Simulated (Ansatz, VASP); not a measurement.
BP: VASP beside Ansatz

INCAR

```
SYSTEM = BP
PREC = Accurate ; ENCUT = 520
EDIFF = 1E-6 ; ISMEAR = 0
SIGMA = 0.05 ; LREAL = .FALSE.
LASPH = .TRUE. ; NELM = 100
ALGO = Normal ; ISIF = 2
LWAVE = .FALSE. ; LCHARG = .FALSE.
GGA = PS ; NBANDS = 11
```

Contents of KPOINTS:

```
Automatic mesh
0
G
  10 10 10
  0 0 0
```

Contents of POSCAR:

```
BP
1.0
    0.0000000000      2.2916900000      2.2690000000
    2.2690000000      0.0000000000      2.2690000000
    2.2690000000      2.2916900000      0.0000000000
B P
1 1
Direct
    0.0000000000      0.0000000000      0.0000000000
    0.7500000000      0.7500000000      0.7500000000
```

Input for Ansatz:

```yaml
crystal:
  lattice:
    - [0.0, 2.29169, 2.269]
    - [2.269, 0.0, 2.269]
    - [2.269, 2.29169, 0.0]
  atoms:
    - { symbol: B, position: [0.0, 0.0, 0.0] }
    - { symbol: P, position: [0.75, 0.75, 0.75] }
basis:
  ecutwfc: 420
kpoints:
  mp_grid: { grid: [10, 10, 10] }
hamiltonian:
  xc: pbesol
scf:
  occupations: { method: gaussian, width: 0.05 }
output:
  forces: true
  stress: true
  eigenvalues: true
```

Change from the starting cell: strain +0.0100 x Voigt [0, 1, 0, 0, 0, 0], atoms carried along.

Alike in both runs: task single point; functional PBEsol; k mesh 10 × 10 × 10; occupations gaussian, width 0.05 eV; no spin polarisation.

```csv
,VASP,Ansatz
version,VASP 6.6.1,Ansatz 0.2.0
potentials or method,"VASP PAW PBE potentials, release 64 (B, P), cutoff 520 eV","scalar-relativistic, plane waves, PAW"
valence electrons in the cell,8,8
```

Ansatz gave:

| Property | Result |
| --- | --- |
| gap on the k mesh at the Fermi level (eV) | 1.07 |
| least direct gap on the mesh (eV) | 3.30 |
| pressure (GPa) | -3.5 |
| traceless stress, the component that is largest in VASP (GPa) | -1.75 |

Estimate VASP's values.

gap on the k mesh at the Fermi level (eV): 1.07; least direct gap on the mesh (eV): 3.29; pressure (GPa): -3.4; traceless stress, the component that is largest in VASP (GPa): -1.75.

VASP's potentials were made for PBE, not for PBEsol. The functional is the same, so the differences come from potentials, cutoffs and numerics.
